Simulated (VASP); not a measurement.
Set up this calculation in VASP 6.6.1, as the native input.

```yaml
Task: single point
Functional: LDA
Potentials_or_basis: VASP PAW LDA potentials, release 64 (As)
Cutoff: 520 eV
k_mesh: 17 × 17 × 17
Occupations: fermi-dirac, width 0.1 eV
Spin: no spin polarisation
Dipole_correction: no
Further_INCAR_settings: ALGO = Normal; EDIFF = 1e-06; NBANDS = 8
```

The structure of As lies in POSCAR:

```
As
1.0
    0.0000000000      1.8518430234      1.8518430234
    1.8518430234      0.0000000000      1.8518430234
    1.8518430234      1.8518430234      0.0000000000
As
1
Direct
    0.0000000000      0.0000000000      0.0000000000
```

This cell differs from its parent crystal: volume scaled by 0.7.

One way to write it, as run:

INCAR

```
SYSTEM = As
PREC = Accurate
ENCUT = 520
EDIFF = 1E-6
ISMEAR = -1
SIGMA = 0.1
LREAL = .False.
LASPH = .True.
NELM = 80
ALGO = Normal
ISIF = 2
LWAVE = .False.
LCHARG = .True.
LELF = .True.
LVHAR = .True.
NBANDS = 8
```

KPOINTS

```
Automatic mesh
0
Gamma
  17 17 17
  0 0 0
```

Potentials or basis: VASP PAW LDA potentials, release 64 (As).

The run is started by

```console
$ cat potpaw_LDA.64/As/POTCAR > POTCAR
$ mpirun -np 1 vasp_std > vasp.out
```

Results of the run:

```json
{"Pressure": "72.9 GPa"}
```

Run time: 9.6 s on 1 thread of Intel(R) Xeon(R) Platinum 8259CL CPU @ 2.50GHz (Skylake/Cascade Lake), with other jobs on the host, peak memory 0.12 GiB.
